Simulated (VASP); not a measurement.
Write the native input for VASP 6.6.1 that does the following.

| Quantity | Value |
| --- | --- |
| Task | single point |
| Functional | PBE |
| Potentials or basis | VASP PAW PBE potentials, release 64 (Li_sv, F) |
| Cutoff | 750 eV |
| k mesh | 3 × 3 × 3 |
| Occupations | gaussian, width 0.01 eV |
| Spin | no spin polarisation |
| Dipole correction | no |
| Further INCAR settings | ALGO = Normal; EDIFF = 1e-06; NBANDS = 12 |

The structure of LiF lies in POSCAR:

```
LiF
1.0
    0.0000000000      2.0313846047      2.0313846047
    2.0313846047      0.0000000000      2.0313846047
    2.0313846047      2.0313846047      0.0000000000
Li F
1 1
Direct
    0.0000000000      0.0000000000      0.0000000000
    0.5000000000      0.5000000000      0.5000000000
```

These files were run (other wordings do the same):

INCAR

```
PREC = Accurate
ENCUT = 750
EDIFF = 1E-6
ISMEAR = 0
SIGMA = 0.01
LREAL = False
LASPH = True
NELM = 120
ALGO = Normal
ISIF = 2
LWAVE = False
LCHARG = False
GGA = PE
NBANDS = 12
GGA_COMPAT = False
```

KPOINTS

```
Automatic mesh
0
Gamma
  3 3 3
```

Potentials or basis: VASP PAW PBE potentials, release 64 (Li_sv, F).

Run with:

```bash
$ cat potpaw_PBE.64/Li_sv/POTCAR potpaw_PBE.64/F/POTCAR > POTCAR
$ mpirun -np 1 vasp_std > vasp.out
```

Results of the run:

| Item | Value |
| --- | --- |
| Pressure | 0.0 GPa |
| Band gap on the k mesh | 8.84 eV, direct |

Caveat: the k points lie up to 0.89 Å⁻¹ apart.

Wall time 4.1 s on 1 thread of Intel Xeon 8259CL (shared host), peak memory 0.14 GiB.
